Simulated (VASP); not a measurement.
Here is a VASP 6.6.1 calculation.

Contents of INCAR:

```
ALGO = Normal
EDIFF = 1E-7
ENCUT = 520
GGA = PE
ISIF = 2
ISMEAR = 0
LASPH = True
LCHARG = False
LREAL = False
LWAVE = False
NBANDS = 16
NELM = 100
PREC = Accurate
SIGMA = 0.05
```

KPOINTS

```
k-points
0
Gamma
  12 12 6
```

The input POSCAR:

```
BN
1.0
    2.4779426931      0.0000000000      0.0000000000
   -1.2389713465      2.1459613213      0.0000000000
    0.0000000000      0.0000000000      4.2878822532
B N
2 2
Direct
    0.6666666667      0.3333333333      0.9998058547
    0.3333333333      0.6666666667      0.4998058547
    0.6666666667      0.3333333333      0.6251941453
    0.3333333333      0.6666666667      0.1251941453
```

Potentials or basis: VASP PAW PBE potentials, release 64 (B, N).

Command:

```console
$ cat potpaw_PBE.64/B/POTCAR potpaw_PBE.64/N/POTCAR > POTCAR
$ mpirun -np 1 vasp_std > vasp.out
```

Question: Estimate the band gap on the k mesh.

Answer: 4.96 eV, indirect (least direct gap 7.29 eV).

Question: What does it give for the pressure?

Answer: 19.9 GPa.

Forces in eV/Å, atoms in the order of the input:
```
B    0.000  0.000 -0.085
B    0.000  0.000 -0.085
N    0.000  0.000  0.085
N    0.000  0.000  0.085
```

Caveat: the cell differs from its parent crystal (strain -0.030 along x and y, +0.015 along z). A k mesh can miss the band edges.
